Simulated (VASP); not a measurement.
# Ta12H3C in VASP: single point with PBE+D3(BJ)

Aim: the single point of Ta12H3C with PBE+D3(BJ).

All numbers are computed with VASP 6.6.1; they aren't measurements. Logs are shortened: lines on timing, memory, paths and dates and some standing lists are left out, and cuts for length are marked.

## 1. The cell of the first run

The cell holds a slab with vacuum, 16 atoms: a = 5.690 Å, b = 5.690 Å, c = 23.018 Å, α = 90.00°, β = 90.00°, γ = 109.47°.

## 2. Single point, PBE+D3(BJ)

Contents of INCAR:

```
SYSTEM = Ta12H3C
ALGO = Normal ; DIPOL = 0.5 0.5 0.494
EDIFF = 1E-6 ; ENCUT = 520
GGA = PE ; IDIPOL = 3
ISIF = 2 ; ISMEAR = 0
IVDW = 12 ; LASPH = .True.
LCHARG = .True. ; LDIPOL = .True.
LELF = .True. ; LREAL = Auto
LVACPOTAV = .True. ; LVHAR = .True.
LWAVE = .False. ; NBANDS = 84
NELM = 60 ; PREC = Accurate
SIGMA = 0.1
```

Contents of KPOINTS:

```
k-points
0
Gamma
  4 4 1
  0 0 0
```

Contents of POSCAR:

```
Ta12H3C
1.0
    5.6896945749      0.0000000000      0.0000000000
   -1.8965648583      5.3642954891      0.0000000000
    0.0000000000      0.0000000000     23.0184181232
Ta C H
12 1 3
Direct
    0.2500000000      0.2500000000      0.3475477749
    0.2500000000      0.7500000000      0.3475477749
    0.7500000000      0.2500000000      0.3475477749
    0.7500000000      0.7500000000      0.3475477749
    0.4986804797      0.4999645253      0.4456197641
    0.4995519126      0.0004183599      0.4477231144
   -0.0010404227      0.5011937873      0.4454761754
    0.0000647938      0.0014564571      0.4456212442
    0.7517028747      0.7483871716      0.5415068663
    0.7523251632      0.2556220272      0.5473747778
    0.2444864347      0.7476996882      0.5474128143
    0.2480126274      0.2522205803      0.5447502269
    0.4277622701      0.0724899643      0.6196225875
    0.3570934143     -0.1221751677      0.6382117467
    0.6223766589      0.1433741741      0.6382210394
    0.3253072617      0.1747106331      0.6446691816
```

Potentials or basis: VASP PAW PBE potentials, release 64 (Ta_pv, C, H).

The run is started by

```bash
> cat potpaw_PBE.64/Ta_pv/POTCAR potpaw_PBE.64/C/POTCAR potpaw_PBE.64/H/POTCAR > POTCAR
> mpirun -np 1 vasp_std > vasp.out
```

OUTCAR:

```text
SYSTEM = Ta12H3C
   EDIFF = 1E-6
   ENCUT = 520
   GGA = PE
   ISIF = 2
   ISMEAR = 0
   IVDW = 12
   LASPH = .True.
   LREAL = Auto
   NELM = 60
   PREC = Accurate
 IVDW          = 12

 ion  position               nearest neighbor table
   1  0.250  0.250  0.348-   8 2.79   5 2.79   3 2.84   3 2.84   2 2.84   2 2.84   7 3.24   6 3.27
                             4 3.28   4 3.28
   2  0.250  0.750  0.348-   7 2.79   6 2.83   4 2.84   4 2.84   1 2.84   1 2.84   5 3.23   8 3.24
                             3 3.28   3 3.28
   3  0.750  0.250  0.348-   7 2.79   6 2.83   1 2.84   1 2.84   4 2.84   4 2.84   8 3.23   5 3.24
                             2 3.28   2 3.28
   4  0.750  0.750  0.348-   5 2.79   8 2.79   2 2.84   2 2.84   3 2.84   3 2.84   7 3.23   6 3.28
                             1 3.28   1 3.28
   5  0.499  0.500  0.446-   9 2.75   1 2.79   4 2.79  12 2.81   7 2.84   6 2.84   7 2.85   6 2.85
                             2 3.23   3 3.24   8 3.28  10 3.29   8 3.29  11 3.31
   6  0.500  0.000  0.448-   2 2.83   3 2.83  10 2.84  11 2.84   8 2.84   5 2.84   5 2.85   8 2.85
                             9 3.19  12 3.23   1 3.27   4 3.28   7 3.28   7 3.29
   7  0.999  0.501  0.445-   2 2.79   3 2.79   5 2.84   8 2.84   8 2.85   5 2.85  10 2.85  11 2.85
                             9 3.19   4 3.23   1 3.24  12 3.25   6 3.28   6 3.29
   8  0.000  0.001  0.446-   9 2.75   1 2.79   4 2.79  12 2.81   7 2.84   6 2.84   7 2.85   6 2.85
                             3 3.23   2 3.24   5 3.28  11 3.29   5 3.29  10 3.30
   9  0.752  0.748  0.542-   8 2.75   5 2.75  10 2.81  11 2.81  11 2.89  10 2.89   6 3.19   7 3.19
                            12 3.29  12 3.29
  10  0.752  0.256  0.547-  15 2.24  13 2.45   9 2.81  12 2.83   6 2.84   7 2.85  12 2.86   9 2.89
                            11 3.23   5 3.29   8 3.30  11 3.34
  11  0.244  0.748  0.547-  14 2.24  13 2.45   9 2.81  12 2.83   6 2.84   7 2.85  12 2.86   9 2.89
                            10 3.23   8 3.29   5 3.31  10 3.34
  12  0.248  0.252  0.545-  13 2.40   5 2.81   8 2.81  11 2.83  10 2.83  10 2.86  11 2.86   6 3.23
                             7 3.25   9 3.29   9 3.29
  13  0.428  0.072  0.620-  16 1.11  15 1.13  14 1.13  12 2.40  10 2.45  11 2.45
  14  0.357  0.878  0.638-  13 1.13  11 2.24
  15  0.622  0.143  0.638-  13 1.13  10 2.24
  16  0.325  0.175  0.645-  13 1.11

  LATTYP: Found a base centered orthorhombic cell.
 ALAT       =     6.5698933889
 B/A-ratio  =     1.4142135624
 C/A-ratio  =     3.5036212554

  Lattice vectors:

 A1 = (   5.6896945749,   0.0000000000,   0.0000000000)
 A2 = (  -1.8965648583,   5.3642954891,   0.0000000000)
 A3 = (   0.0000000000,   0.0000000000,  23.0184181232)

Analysis of symmetry for initial positions (statically):
=====================================================================
 Subroutine PRICEL returns:
 Original cell was already a primitive cell.

 Routine SETGRP: Setting up the symmetry group for a
[... 150 lines left out ...]
   IALGO  =     38    algorithm
   IMIX   =      4    mixing-type and parameters
     AMIX     =   0.40;   BMIX     =  1.00
     AMIX_MAG =   1.60;   BMIX_MAG =  1.00
  volume/ion in A,a.u.               =      43.91       296.32
  Fermi-wavevector in a.u.,A,eV,Ry     =   0.953939  1.802684 12.381303  0.910000
  Thomas-Fermi vector in A             =   2.082640
   LORBIT       =      0    0 simple, 1 ext, 2 COOP (PROOUT), +10 PAW based schemes
   GGA     = PE    functional components
   LHFCALC =     F    Hartree Fock is set to
   AEXX    =    0.0000 exact exchange contribution
   IVDW    =    12    specifies the selected vdW correction
   LEPSILON=     F    determine dielectric tensor
   LRPA    =     F    only Hartree local field effects (RPA)
 non-spin polarized calculation
 Gauss-broadening in eV      SIGMA  =   0.10
  energy-cutoff  :      520.00
  volume of cell :      702.55
 maximum number of plane-waves:     18951
   NGX = 21   NGY = 21   NGZ = 85

 dipolmoment           0.000000      0.000000      0.506850 electrons x Angstroem

 number of electron     139.0000021 magnetization

 dipolmoment           0.000000      0.000000     -0.171659 electrons x Angstroem

 Free energy of the ion-electron system (eV)
  ---------------------------------------------------
  ext. energy  EPLUGINS =         0.00000000
  ---------------------------------------------------
  free energy    TOTEN  =      -153.57350423 eV

  energy without entropy =     -153.50251369  energy(sigma->0) =     -153.53800896

 E-fermi :  -0.8699     XC(G=0):  -5.0115

 val. band max:       -0.8792871524   @ k =   0.5000   0.5000   0.0000
 cond. band min:      -0.8421882253   @ k =   0.2500   0.2500   0.0000
 fundamental gap:      0.0370989271
 Fermi energy:        -0.8699148072

 k-point     1 :       0.0000    0.0000    0.0000
  band No.  band energies     occupation
      1     -35.4256      2.00000
      2     -35.4172      2.00000
      3     -35.4026      2.00000
      4     -35.3703      2.00000
      5     -35.3366      2.00000
      6     -35.3108      2.00000
[... 829 lines left out ...]
     80       0.8352      0.00000
     81       0.8622      0.00000
 [bands above 81 left out]

------------------------ aborting loop because EDIFF is reached ----------------------------------------

 Edisp (eV)   -5.54311

 E8    (eV) :    -2.9555

  FORCE on cell =-STRESS in cart. coord.  units (eV):
  Direction    XX          YY          ZZ          XY          YZ          ZX
  --------------------------------------------------------------------------------------
  -------------------------------------------------------------------------------------
  Total     -11.25193   -11.00311     0.01276     0.35153    -0.04218     0.04541
  in kB     -25.66023   -25.09279     0.02910     0.80166    -0.09620     0.10356
  external pressure =      -16.91 kB  Pullay stress =        0.00 kB

 VOLUME and BASIS-vectors are now :
 -----------------------------------------------------------------------------
  energy-cutoff  :      520.00
  volume of cell :      702.55
      direct lattice vectors                 reciprocal lattice vectors
     5.689694575  0.000000000  0.000000000     0.175756359  0.062139256  0.000000000
    -1.896564858  5.364295489  0.000000000     0.000000000  0.186417769  0.000000000
     0.000000000  0.000000000 23.018418123     0.000000000  0.000000000  0.043443472

 POSITION                                       TOTAL-FORCE (eV/Angst)
 -----------------------------------------------------------------------------------
      0.94828      1.34107      8.00000        -0.045447      0.032673      0.162853
     -0.00000      4.02322      8.00000         0.061513      0.074164     -0.094848
      3.79313      1.34107      8.00000        -0.048757     -0.080885     -0.095374
      2.84485      4.02322      8.00000         0.024218     -0.016642     -0.000515
      1.88912      2.68196     10.25746        -0.008073     -0.003563     -0.000750
      2.84150      0.00224     10.30588         0.010155     -0.004114     -0.002831
[... 8 lines left out ...]
      3.26921      0.76910     14.69084         0.025201      0.008783      0.010931
      1.51955      0.93720     14.83926        -0.017531      0.012969      0.009582
 -----------------------------------------------------------------------------------
    total drift:                               -0.008377      0.005938      0.005646

  FREE ENERGIE OF THE ION-ELECTRON SYSTEM (eV)
  ---------------------------------------------------
  free  energy   TOTEN  =      -159.1166163526 eV

  energy  without entropy=     -159.0456258174  energy(sigma->0) =     -159.08112108

 vacuum level on the upper side and lower side of the slab         2.881         3.898
```

Wall time 49 min (1 thread of Oxide Virtual Turin-like, shared host); peak memory 0.84 GiB.

Results:

```yaml
Free_energy: -159.1166 eV
Largest_force: 0.172 eV/Å
Band_gap_on_the_k_mesh: zero (an odd number of electrons rules out a gap without spin polarisation)
Dispersion_energy_per_atom: -0.346 eV
```

Forces in eV/Å, atoms in the order of the input:
```
Ta  -0.045  0.033  0.163
Ta   0.062  0.074 -0.095
Ta  -0.049 -0.081 -0.095
Ta   0.024 -0.017 -0.001
Ta  -0.008 -0.004 -0.001
Ta   0.010 -0.004 -0.003
Ta   0.000 -0.002 -0.003
Ta   0.004  0.005  0.000
Ta   0.011 -0.009  0.011
Ta   0.000  0.012  0.001
Ta  -0.015  0.003 -0.004
Ta   0.004 -0.010 -0.001
C   -0.006  0.003 -0.003
H   -0.001 -0.025  0.010
H    0.025  0.009  0.011
H   -0.018  0.013  0.010
```

Levels at points of the mesh, in eV from the Fermi level:
| k point | band 68 | band 69 | band 70 | band 71 | band 72 | band 73 |
| --- | --- | --- | --- | --- | --- | --- |
| (0.00, 0.00, 0.00) | 0.19 | 0.44 | 0.49 | 0.89 | 1.07 | 1.11 |
| (0.50, 0.00, 0.00) | -0.46 | -0.45 | -0.31 | -0.19 | 0.04 | 0.12 |
| (0.00, 0.50, 0.00) | -0.46 | -0.45 | -0.31 | -0.19 | 0.04 | 0.12 |
| (0.50, 0.50, 0.00) | -0.13 | -0.01 | 0.05 | 0.07 | 0.09 | 0.18 |

Caveat: spin-orbit coupling is left out, which moves the levels of the heavy elements.

The gap in the log of VASP goes by the Fermi energy; the results here count the filled bands.